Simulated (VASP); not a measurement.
C:

```
C
1.0
     0.00000    1.81917    1.81917
     1.81917    0.00000    1.81917
     1.81917    1.81917    0.00000
C
2
Direct
  0.00547 0.00193 0.00019
  0.28251 0.23081 0.25507
```

| Property | Result |
| --- | --- |
| Program | VASP 6.6.1 |
| Task | relaxation of cell and atoms |
| Functional | PBE |
| Potentials or basis | VASP PAW PBE potentials, release 64 (C) |
| Cutoff | 600 eV |
| k mesh | 4 × 4 × 4 |
| Occupations | gaussian, width 0.01 eV |
| Spin | no spin polarisation |

At the start: pressure -19.5 GPa; volume 6.02 Å³/atom.

Problem. How do energy, volume and symmetry change on relaxing?

Solution. Over 8 steps the energy falls by 59.7 meV/atom and the volume is 5.71 Å³/atom (-5.2 %); space group Fd-3m (No. 227, to 0.05 Å).

The path:
```
step  energy change (eV)  largest force (eV/Å)  pressure (GPa)  volume (Å³)
   1              0.0000                2.3658          -19.48        12.04
   2              0.3947                5.6365           35.23        10.81
   3             -0.1135                0.2146           -7.80        11.63
   4             -0.1138                0.2992           -7.11        11.61
   5             -0.1109                0.4781            8.63        11.20
   6             -0.1194                0.0864           -0.30        11.42
   7             -0.1192                0.1580            0.39        11.41
   8             -0.1195                0.0033           -0.06        11.42
```

Final structure:
```cif
data_structure
_symmetry_space_group_name_H-M 'P 1'
_symmetry_Int_Tables_number 1
_cell_length_a 2.5275
_cell_length_b 2.5276
_cell_length_c 2.5273
_cell_angle_alpha 60.000
_cell_angle_beta 60.003
_cell_angle_gamma 60.002
_cell_volume 11.42
loop_
_atom_site_label
_atom_site_type_symbol
_atom_site_fract_x
_atom_site_fract_y
_atom_site_fract_z
_atom_site_occupancy
C1 C 0.01897 0.99138 0.00263 1
C2 C 0.26901 0.24136 0.25263 1
```

Caveat: the k points lie up to 0.76 Å⁻¹ apart in the final cell.
